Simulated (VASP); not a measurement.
# Bi (R-3m) in VASP: further runs

The runs below take Bi through single point, with RPBE.

Everything below comes from runs of VASP 6.6.1. Logs are shortened: lines on timing, memory, paths and dates and some standing lists are left out, and cuts for length are marked.

### Step 1. The cell of the first run

Symmetry: R-3m, No. 166, trigonal system. The conventional cell has a = 4.606 Å, b = 4.606 Å, c = 12.701 Å, α = 90.00°, β = 90.00°, γ = 120.00°. Within 4.1 Å of Bi (site symmetry 3m) lie 6 Bi at 3.12 to 3.72 Å.

### Step 2. Single point, RPBE

INCAR

```
SYSTEM = Bi
PREC     = Accurate       ! precision mode
ENCUT    = 500            ! plane-wave cutoff, eV
EDIFF    = 1E-6           ! SCF threshold, eV
ISMEAR   = -1             ! smearing method
SIGMA    = 0.1            ! smearing width, eV
LREAL    = .False.        ! projectors in reciprocal space
LASPH    = .True.         ! aspherical terms in the spheres
NELM     = 120            ! most SCF steps
ALGO     = Normal         ! electronic algorithm
ISIF     = 2              ! what is computed and relaxed
LWAVE    = .False.        ! write WAVECAR
LCHARG   = .False.        ! write CHGCAR
GGA      = RP             ! functional
NBANDS   = 22             ! bands
GGA_COMPAT= .False.
```

KPOINTS

```
regular mesh
0
Gamma
  9 9 9
  0 0 0
```

POSCAR

```
Bi
1.0
    2.3029507800      1.3296092527      4.2337995454
   -2.3029507800      1.3296092527      4.2337995454
    0.0000000000     -2.6592185055      4.2337995454
Bi
2
Direct
    0.2307775109      0.2307775109      0.2307775109
    0.7692224891      0.7692224891      0.7692224891
```

Potentials or basis: VASP PAW PBE potentials, release 64 (Bi_d).

The run is started by

```
$ cat potpaw_PBE.64/Bi_d/POTCAR > POTCAR
$ mpirun -np 1 vasp_std > vasp.out
```

OUTCAR:

```text
SYSTEM = Bi
   PREC = Accurate
   ENCUT = 500
   EDIFF = 1E-6
   ISMEAR = -1
   LREAL = .False.
   LASPH = .True.
   NELM = 120
   ISIF = 2
   GGA = RP

 ion  position               nearest neighbor table
   1  0.231  0.231  0.231-   2 3.12   2 3.12   2 3.12   2 3.72   2 3.72   2 3.72
   2  0.769  0.769  0.769-   1 3.12   1 3.12   1 3.12   1 3.72   1 3.72   1 3.72

  LATTYP: Found a trigonal (rhomboedric) cell.
 ALAT       =     4.9996501528
 COS(alpha) =     0.5756540360

  Lattice vectors:

 A1 = (   2.3029507800,   1.3296092527,   4.2337995454)
 A2 = (  -2.3029507800,   1.3296092527,   4.2337995454)
 A3 = (   0.0000000000,  -2.6592185055,   4.2337995454)

Analysis of symmetry for initial positions (statically):
=====================================================================
 Subroutine PRICEL returns:
 Original cell was already a primitive cell.

 Routine SETGRP: Setting up the symmetry group for a
 trigonal (rhombohedral) supercell.

 Subroutine GETGRP returns: Found 12 space group operations
 (whereof 12 operations were pure point group operations)
 out of a pool of 12 trial point group operations.

The static configuration has the point symmetry D_3d.

Analysis of symmetry for dynamics (positions and initial velocities):
=====================================================================
 Subroutine PRICEL returns:
 Original cell was already a primitive cell.

 Routine SETGRP: Setting up the symmetry group for a
 trigonal (rhombohedral) supercell.

 Subroutine GETGRP returns: Found 12 space group operations
 (whereof 12 operations were pure point group operations)
 out of a pool of 12 trial point group operations.

The dynamic configuration has the point symmetry D_3d.

 Subroutine INISYM returns: Found 12 space group operations
 (whereof 12 operations are pure point group operations),
 and found     1 'primitive' translations

----------------------------------------------------------------------------------------

                                     Primitive cell

  volume of cell :      77.7840

  direct lattice vectors                    reciprocal lattice vectors
     2.302950780  1.329609253  4.233799545     0.217112760  0.125350110  0.078731487
    -2.302950780  1.329609253  4.233799545    -0.217112760  0.125350110  0.078731487
     0.000000000 -2.659218506  4.233799545     0.000000000 -0.250700221  0.078731487

  length of vectors
     4.999650153  4.999650153  4.999650153     0.262772236  0.262772236  0.262772236

  position of ions in fractional coordinates (direct lattice)
     0.230777511  0.230777511  0.230777511
     0.769222489  0.769222489  0.769222489

  ion indices of the primitive-cell ions
   primitive index   ion index
                 1           1
                 2           2

----------------------------------------------------------------------------------------

 KPOINTS: regular mesh

Automatic generation of k-mesh.
 Grid dimensions read from file:
 generate k-points for:    9    9    9

 Generating k-lattice:

  Cartesian coordinates                     Fractional coordinates (reciprocal lattice)
     0.024123640  0.013927790  0.008747943     0.111111111 -0.000000000 -0.000000000
    -0.024123640  0.013927790  0.008747943    -0.000000000  0.111111111 -0.000000000
     0.000000000 -0.027855580  0.008747943     0.000000000  0.000000000  0.111111111

  Length of vectors
     0.029196915  0.029196915  0.029196915

  Shift w.r.t. Gamma in fractional coordinates (k-lattice)
     0.000000000  0.000000000  0.000000000

 Subroutine IBZKPT returns following result:
 ===========================================

 Found     85 irreducible k-points:

 Following reciprocal coordinates:
            Coordinates               Weight
  0.000000  0.000000  0.000000      1.000000
  0.111111 -0.000000  0.000000      6.000000
  0.222222 -0.000000  0.000000      6.000000
  0.333333 -0.000000  0.000000      6.000000
  0.444444 -0.000000  0.000000      6.000000
  0.111111  0.111111  0.000000      6.000000
[... 16 lines left out ...]
 -0.333333  0.333333  0.000000      6.000000
  0.444444  0.444444  0.000000      6.000000
 [... further k-points ...]
   k-points           NKPTS =     85   k-points in BZ     NKDIM =     85   number of bands    NBANDS=     22
   number of dos      NEDOS =    301   number of ions     NIONS =      2
   total plane-waves  NPLWV =  46656
   dimension x,y,z NGX =    36 NGY =   36 NGZ =   36
   dimension x,y,z NGXF=    72 NGYF=   72 NGZF=   72
   ions per type =               2
   NGX,Y,Z   is equivalent  to a cutoff of  11.97, 11.97, 11.97 a.u.
   NGXF,Y,Z  is equivalent  to a cutoff of  23.94, 23.94, 23.94 a.u.
 SYSTEM =  Bi
   PREC   = accura    normal or accurate (medium, high low for compatibility)
   ISTART =      0    job   : 0-new  1-cont  2-samecut
   ICHARG =      2    charge: 1-file 2-atom 10-const
   ISPIN  =      1    spin polarized calculation?
   LNONCOLLINEAR =      F non collinear calculations
   LSORBIT =      F    spin-orbit coupling
   LASPH  =      T    aspherical Exc in radial PAW
   ENCUT  =  500.0 eV  36.75 Ry    6.06 a.u.   9.12  9.12  9.12*2*pi/ulx,y,z
   NELM   =    120;   NELMIN=  2; NELMDL= -5     # of ELM steps
   EDIFF  = 0.1E-05   stopping-criterion for ELM
   LREAL  =      F    real-space projection
   EDIFFG = 0.1E-04   stopping-criterion for IOM
   NSW    =      0    number of steps for IOM
   IBRION =     -1    ionic relax: 0-MD 1-quasi-New 2-CG
   NFREE  =      0    steps in history (QN), initial steepest desc. (CG)
   ISIF   =      2    stress and relaxation
   ISYM   =      2    0-nonsym 1-usesym 2-fastsym
   POTIM  = 0.5000    time-step for ionic-motion
   TEBEG  =    0.0;   TEEND  =   0.0 temperature during run
   PSTRESS=    0.0 pullay stress
   NELECT =      30.0000    total number of electrons
   NUPDOWN=      -1.0000    fix difference up-down
   EMIN   =  10.00;   EMAX   =-10.00  energy-range for DOS
   EFERMI =   0.00;   METHOD = LEGACY
   ISMEAR =    -1;   SIGMA  =   0.10  broadening in eV -4-tet -1-fermi 0-gaus
   EFERMI_NEDOS =   21; number of points for ismear=-14 and -15
   IALGO  =     38    algorithm
   IMIX   =      4    mixing-type and parameters
     AMIX     =   0.40;   BMIX     =  1.00
     AMIX_MAG =   1.60;   BMIX_MAG =  1.00
  volume/ion in A,a.u.               =      38.89       262.46
  Fermi-wavevector in a.u.,A,eV,Ry     =   1.191659  2.251908 19.320955  1.420050
  Thomas-Fermi vector in A             =   2.327715
   LORBIT       =      0    0 simple, 1 ext, 2 COOP (PROOUT), +10 PAW based schemes
   GGA     = RP    functional components
   LHFCALC =     F    Hartree Fock is set to
   AEXX    =    0.0000 exact exchange contribution
   IVDW    =     0    specifies the selected vdW correction
   LEPSILON=     F    determine dielectric tensor
   LRPA    =     F    only Hartree local field effects (RPA)
 non-spin polarized calculation
  energy-cutoff  :      500.00
  volume of cell :       77.78
 maximum number of plane-waves:      2011
   NGX = 19   NGY = 19   NGZ = 19

 number of electron      30.0000002 magnetization

 Free energy of the ion-electron system (eV)
  ---------------------------------------------------
  ext. energy  EPLUGINS =         0.00000000
  ---------------------------------------------------
  free energy    TOTEN  =        -7.05552395 eV

  energy without entropy =       -7.04603260  energy(sigma->0) =       -7.05077828

 E-fermi :   5.4453     XC(G=0):  -8.9278

 val. band max:        5.3525899587   @ k =   0.4444   0.3333   0.3333
 cond. band min:       5.5287590554   @ k =   0.4444   0.1111   0.1111
 fundamental gap:      0.1761690968
 Fermi energy:         5.4452810986

 k-point     1 :       0.0000    0.0000    0.0000
  band No.  band energies     occupation
      1     -17.4679      2.00000
      2     -17.4679      2.00000
      3     -17.3504      2.00000
      4     -17.3504      2.00000
      5     -17.3354      2.00000
      6     -17.2067      2.00000
[... 14 lines left out ...]
     21      11.4425      0.00000
     22      11.4425      0.00000

 k-point     2 :       0.1111   -0.0000    0.0000
  band No.  band energies     occupation
      1     -17.4626      2.00000
      2     -17.4591      2.00000
      3     -17.3481      2.00000
      4     -17.3450      2.00000
      5     -17.3311      2.00000
      6     -17.2107      2.00000
[... 14 lines left out ...]
     21      11.5227      0.00000
     22      12.0491      0.00000

 k-point     3 :       0.2222   -0.0000    0.0000
  band No.  band energies     occupation
      1     -17.4481      2.00000
      2     -17.4337      2.00000
      3     -17.3433      2.00000
      4     -17.3297      2.00000
      5     -17.3172      2.00000
      6     -17.2246      2.00000
[... 14 lines left out ...]
     21      12.0340      0.00000
     22      13.7695      0.00000

 k-point     4 :       0.3333   -0.0000    0.0000
  band No.  band energies     occupation
      1     -17.4294      2.00000
      2     -17.3953      2.00000
      3     -17.3387      2.00000
      4     -17.3076      2.00000
      5     -17.2956      2.00000
      6     -17.2482      2.00000
[... 14 lines left out ...]
     21      13.0317      0.00000
     22      14.9398      0.00000

 k-point     5 :       0.4444   -0.0000    0.0000
  band No.  band energies     occupation
      1     -17.4154      2.00000
      2     -17.3537      2.00000
      3     -17.3350      2.00000
      4     -17.2932      2.00000
      5     -17.2830      2.00000
      6     -17.2562      2.00000
[... 14 lines left out ...]
     21      13.6860      0.00000
     22      14.3568      0.00000

 k-point     6 :       0.1111    0.1111    0.0000
  band No.  band energies     occupation
      1     -17.4668      2.00000
      2     -17.4520      2.00000
      3     -17.3496      2.00000
      4     -17.3430      2.00000
      5     -17.3299      2.00000
      6     -17.2116      2.00000
[... 14 lines left out ...]
     21      11.7289      0.00000
     22      11.8401      0.00000

 k-point     7 :       0.2222    0.1111   -0.0000
  band No.  band energies     occupation
      1     -17.4590      2.00000
      2     -17.4313      2.00000
      3     -17.3449      2.00000
      4     -17.3354      2.00000
      5     -17.3187      2.00000
      6     -17.2225      2.00000
[... 324 lines left out ...]
      6     -17.2429      2.00000
[... 14 lines left out ...]
     21      13.7823      0.00000
     22      14.1856      0.00000

 k-point    21 :       0.4444    0.3333   -0.0000
  band No.  band energies     occupation
      1     -17.4544      2.00000
      2     -17.3549      2.00000
      3     -17.3485      2.00000
      4     -17.2986      2.00000
      5     -17.2778      2.00000
      6     -17.2590      2.00000
[... 14 lines left out ...]
     21      14.6560      0.00000
     22      14.9329      0.00000

 k-point    22 :      -0.4444    0.3333    0.0000
  band No.  band energies     occupation
      1     -17.4435      2.00000
      2     -17.3461      2.00000
      3     -17.3287      2.00000
      4     -17.3008      2.00000
      5     -17.2831      2.00000
      6     -17.2585      2.00000
[... 14 lines left out ...]
     21      14.2371      0.00000
     22      15.7457      0.00000

 k-point    23 :      -0.3333    0.3333    0.0000
  band No.  band energies     occupation
      1     -17.4357      2.00000
      2     -17.3338      2.00000
      3     -17.3073      2.00000
      4     -17.3042      2.00000
      5     -17.2948      2.00000
      6     -17.2721      2.00000
[... 14 lines left out ...]
     21      13.4491      0.00000
     22      14.9318      0.00000

 k-point    24 :       0.4444    0.4444    0.0000
  band No.  band energies     occupation
      1     -17.4582      2.00000
      2     -17.3554      2.00000
      3     -17.3499      2.00000
      4     -17.2794      2.00000
      5     -17.2778      2.00000
      6     -17.2579      2.00000
[... 14 lines left out ...]
     21      14.5908      0.00000
     22      15.1129      0.00000

 [... further k-points ...]

------------------------ aborting loop because EDIFF is reached ----------------------------------------

  FORCE on cell =-STRESS in cart. coord.  units (eV):
  Direction    XX          YY          ZZ          XY          YZ          ZX
  --------------------------------------------------------------------------------------
  -------------------------------------------------------------------------------------
  Total       -0.0224500     -0.0224500     -0.0144592     -0.0000000      0.0000000      0.0000000
  in kB       -0.4624196     -0.4624196     -0.2978283     -0.0000000      0.0000000      0.0000000
  external PRESSURE =      -0.4075558 kB  Pullay stress =       0.0000000 kB

 VOLUME and BASIS-vectors are now :
 -----------------------------------------------------------------------------
  energy-cutoff  :      500.00
  volume of cell :       77.78
      direct lattice vectors                 reciprocal lattice vectors
     2.302950780  1.329609253  4.233799545     0.217112760  0.125350110  0.078731487
    -2.302950780  1.329609253  4.233799545    -0.217112760  0.125350110  0.078731487
     0.000000000 -2.659218506  4.233799545     0.000000000 -0.250700221  0.078731487

 POSITION                                       TOTAL-FORCE (eV/Angst)
 -----------------------------------------------------------------------------------
      0.00000     -0.00000      2.93120         0.000000     -0.000000      0.008915
      0.00000     -0.00000      9.77020         0.000000      0.000000     -0.008915
 -----------------------------------------------------------------------------------
    total drift:                               -0.000000      0.000000     -0.000000

  FREE ENERGIE OF THE ION-ELECTRON SYSTEM (eV)
  ---------------------------------------------------
  free  energy   TOTEN  =        -7.0555239509 eV

  energy  without entropy=       -7.0460326023  energy(sigma->0) =       -7.05077828
```

Run time: 3.2 min. Hardware: 1 thread of Oxide Virtual Turin-like, shared host; peak memory 0.23 GiB.

What came out:

```yaml
Free_energy: -7.0555 eV
Pressure: 0.0 GPa
Largest_force: 0.009 eV/Å
Band_gap_on_the_k_mesh: zero (bands 15 and 16 overlap by 0.01 eV)
```

Forces on the atoms (eV/Å):
```
Bi   0.000  0.000  0.009
Bi   0.000  0.000 -0.009
```

Levels at points of the mesh, in eV from the Fermi level:
| k point | band 11 | band 12 | band 13 | band 14 | band 15 | band 16 | band 17 | band 18 | band 19 | band 20 |
| --- | --- | --- | --- | --- | --- | --- | --- | --- | --- | --- |
| (0.00, 0.00, 0.00) | -12.62 | -7.86 | -1.55 | -1.03 | -1.03 | 2.06 | 2.65 | 2.65 | 5.62 | 5.71 |

Caveat: the PAW data sets were made with another functional, which shifts forces and pressure a little; spin-orbit coupling is left out, which moves the levels of the heavy elements.

### Step 3. Single point, RPBE (34.22 Å³/atom)

This run uses another cell than the first one, of 34.22 Å³/atom.

INCAR

```
SYSTEM = Bi
PREC = Accurate ; ENCUT = 500
EDIFF = 1E-6 ; ISMEAR = -1
SIGMA = 0.1 ; LREAL = .FALSE.
LASPH = .TRUE. ; NELM = 120
ALGO = Normal ; ISIF = 2
LWAVE = .FALSE. ; LCHARG = .FALSE.
GGA = RP ; NBANDS = 22
GGA_COMPAT = .FALSE.
```

KPOINTS

```
Automatic mesh
0
G
  14 14 14
  0 0 0
```

POSCAR

```
Bi
1.0
    2.2068808194      1.2741432351      4.0571822426
   -2.2068808194      1.2741432351      4.0571822426
    0.0000000000     -2.5482864703      4.0571822425
Bi
2
Direct
    0.2307775109      0.2307775109      0.2307775109
    0.7692224891      0.7692224891      0.7692224891
```

Potentials or basis: VASP PAW PBE potentials, release 64 (Bi_d).

The run is started by

```
$ cat potpaw_PBE.64/Bi_d/POTCAR > POTCAR
$ mpirun -np 1 vasp_std > vasp.out
```

It took 13 min on 1 thread of Oxide Virtual Turin-like, shared host; peak memory 0.4 GiB.

It converged, with:

```
Free energy            : -6.8810 eV
Pressure               : 6.4 GPa
Largest force          : 0.760 eV/Å
Band gap on the k mesh : zero (bands 15 and 16 overlap by 0.37 eV)
```

Forces in eV/Å, atoms in the order of the input:
```
Bi   0.000  0.000  0.760
Bi   0.000  0.000 -0.760
```

Stress tensor (GPa, compression positive):
```
6.79 0.00 0.00
0.00 6.79 0.00
0.00 0.00 5.54
```

Levels at points of the mesh, in eV from the Fermi level:
```tsv
k point	band 12	band 13	band 14	band 15	band 16	band 17	band 18	band 19
(0.00, 0.00, 0.00)	-7.49	-1.95	-1.29	-1.29	2.08	2.80	2.80	5.67
(0.50, 0.00, 0.00)	-10.68	-1.99	-1.62	-0.47	-0.34	0.41	1.22	6.90
(0.50, 0.50, 0.00)	-9.69	-4.95	-3.36	-3.06	2.03	4.88	5.60	6.70
(0.50, 0.50, 0.50)	-9.94	-0.98	-0.77	-0.77	0.87	0.87	1.03	6.50
```

Caveat: the cell stands under pressure; the PAW data sets were made with another functional, which shifts forces and pressure a little; spin-orbit coupling is left out, which moves the levels of the heavy elements.

### Step 4. Single point, RPBE (35.78 Å³/atom)

This run uses another cell than the first one, of 35.78 Å³/atom.

INCAR

```
ALGO     = Normal         # electronic algorithm
EDIFF    = 1E-6           # SCF threshold, eV
ENCUT    = 500            # plane-wave cutoff, eV
GGA      = RP             # functional
GGA_COMPAT= False        
ISIF     = 2              # what is computed and relaxed
ISMEAR   = -1             # smearing method
LASPH    = True           # aspherical terms in the spheres
LCHARG   = True           # write CHGCAR
LELF     = True           # ELF
LREAL    = False          # projectors in reciprocal space
LVHAR    = True         
LWAVE    = False          # write WAVECAR
NBANDS   = 22             # bands
NELM     = 120            # most SCF steps
PREC     = Accurate       # precision mode
SIGMA    = 0.1            # smearing width, eV
```

KPOINTS

```
k-points
0
Gamma
  14 14 14
```

POSCAR

```
Bi
1.0
    2.2398241959      1.2931631024      4.1177461303
   -2.2398241959      1.2931631024      4.1177461303
    0.0000000000     -2.5863262049      4.1177461303
Bi
2
Direct
    0.2307775109      0.2307775109      0.2307775109
    0.7692224891      0.7692224891      0.7692224891
```

The run is started by

```
$ cat potpaw_PBE.64/Bi_d/POTCAR > POTCAR
$ mpirun -np 1 vasp_std > vasp.out
```

Wall time 14 min (1 thread of Oxide Virtual Turin-like, shared host); peak memory 0.41 GiB.

Results (log left out):

```
Free energy            : -6.9795 eV
Pressure               : 3.8 GPa
Largest force          : 0.471 eV/Å
Band gap on the k mesh : zero (bands 15 and 16 overlap by 0.32 eV)
```

Forces on the atoms (eV/Å):
```
Bi   0.000  0.000  0.471
Bi   0.000  0.000 -0.471
```

Stress tensor (GPa, compression positive):
```
3.99 0.00 0.00
0.00 3.99 0.00
0.00 0.00 3.28
```

Levels at points of the mesh, in eV from the Fermi level:
| k point | band 12 | band 13 | band 14 | band 15 | band 16 | band 17 | band 18 | band 19 |
| --- | --- | --- | --- | --- | --- | --- | --- | --- |
| (0.00, 0.00, 0.00) | -7.64 | -1.82 | -1.21 | -1.21 | 2.06 | 2.73 | 2.73 | 5.67 |
| (0.50, 0.00, 0.00) | -10.53 | -1.89 | -1.52 | -0.48 | -0.30 | 0.46 | 1.23 | 6.91 |
| (0.50, 0.50, 0.00) | -9.65 | -4.68 | -3.16 | -2.88 | 2.12 | 4.67 | 5.44 | 6.36 |
| (0.50, 0.50, 0.50) | -9.82 | -0.98 | -0.72 | -0.72 | 0.89 | 0.89 | 0.94 | 6.46 |

Caveat: the cell stands under pressure; the PAW data sets were made with another functional, which shifts forces and pressure a little; spin-orbit coupling is left out, which moves the levels of the heavy elements.

### Step 5. Summary

```csv
cell,k mesh,gap on the mesh (eV),pressure (GPa),largest force (eV/Å)
"a = 5.000 Å, angles 54.9°, 2 atoms",9 × 9 × 9,none,0.0,0.01
"a = 4.791 Å, angles 54.9°, 2 atoms",14 × 14 × 14,none,6.4,0.76
"a = 4.863 Å, angles 54.9°, 2 atoms",14 × 14 × 14,none,3.8,0.47
```

Alike in all rows: task single point; level RPBE; potentials or basis VASP PAW PBE potentials, release 64 (Bi_d); no spin polarisation; cutoff (eV) 500; smearing fermi-dirac 0.1 eV.

Caveats: the PAW data sets were made with another functional, which shifts forces and pressure a little; spin-orbit coupling is left out, which moves the levels of the heavy elements; the cell stands under pressure (at least some runs).

Total energies depend on the potentials used, so only differences within one code and one set of settings carry meaning.

The gap in the log of VASP goes by the Fermi energy; the results here count the filled bands.